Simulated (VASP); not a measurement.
HC18F, 20 atoms in the cell. The cell holds a slab with vacuum, 20 atoms: a = 7.398 Å, b = 7.398 Å, c = 11.000 Å, α = 90.00°, β = 90.00°, γ = 120.00°. 

| Quantity | Value |
| --- | --- |
| Program | VASP 6.6.1 |
| Task | single point |
| Functional | PBE |
| Dispersion | D3(BJ) |
| Potentials or basis | VASP PAW PBE potentials, release 64 (C, F, H) |
| Cutoff | 520 eV |
| k mesh | 2 × 2 × 1 |
| Occupations | gaussian, width 0.02 eV |
| Spin | no spin polarisation |
| Dipole correction | no |
| Further INCAR settings | LREAL = Auto; ALGO = Normal; EDIFF = 1e-06; NBANDS = 56 |

Potentials or basis: VASP PAW PBE potentials, release 64 (C, F, H).

Run with:

```console
$ cat potpaw_PBE.64/C/POTCAR potpaw_PBE.64/F/POTCAR potpaw_PBE.64/H/POTCAR > POTCAR
$ mpirun -np 1 vasp_std > vasp.out
```

Hardware: 1 thread of AMD EPYC 7R13 Processor (Zen 3) (shared host).

Task: How long does it take, and how much memory?

Result: Wall time 4.4 min on 1 thread of AMD EPYC 7R13 Processor (Zen 3), with other jobs on the host, peak memory 0.56 GiB. Counts: scf iterations 22, k points 4.
